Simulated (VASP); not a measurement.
Set up this calculation in VASP 6.6.1, as the native input.

| Property | Result |
| --- | --- |
| Task | electric field gradients |
| Functional | LDA |
| Potentials or basis | VASP PAW LDA potentials, release 64 (Cu, I) |
| Cutoff | 520 eV |
| k mesh | 5 × 5 × 6 |
| Occupations | fermi-dirac, width 0.02 eV |
| Spin | no spin polarisation |
| Dipole correction | no |
| Further INCAR settings | ALGO = Normal; EDIFF = 1e-08; NBANDS = 26 |

The structure of CuI lies in POSCAR:

```
CuI
1.0
    3.7331675900     -3.7110863700      0.0000000000
    3.7331675900      3.7110863700      0.0000000000
    0.0000000000      0.0000000000      4.2208577166
Cu I
2 2
Direct
    0.4204388300      0.5795611700      0.7500000000
    0.5795611700      0.4204388300      0.2500000000
    0.7700426800      0.2299573200      0.7500000000
    0.2299573200      0.7700426800      0.2500000000
```

This cell differs from its parent crystal: zz strain of -2 %.

One way to write it, as run:

INCAR

```
PREC = Accurate
ENCUT = 520
EDIFF = 1E-8
ISMEAR = -1
SIGMA = 0.02
LREAL = False
LASPH = True
NELM = 100
ALGO = Normal
ISIF = 2
LWAVE = False
LCHARG = False
GGA = CA
LEFG = True
NBANDS = 26
```

KPOINTS

```
Automatic mesh
0
Gamma
  5 5 6
```

Potentials or basis: VASP PAW LDA potentials, release 64 (Cu, I).

Command:

```console
$ cat potpaw_LDA.64/Cu/POTCAR potpaw_LDA.64/I/POTCAR > POTCAR
$ mpirun -np 1 vasp_std > vasp.out
```

It gave:

- Pressure: -1.8 GPa
- Largest force: 0.213 eV/Å
- Band gap on the k mesh: 0.87 eV, direct

Caveat: the cell differs from its parent crystal (zz strain of -2 %); without QUAD_EFG the Cq values of the log hold for a quadrupole moment of 1 mb, not for the nuclei; spin-orbit coupling is left out, which moves the levels of the heavy elements.

Run time: 4.1 min on 1 thread of AMD EPYC 7R13, with other jobs on the host, peak memory 0.21 GiB.
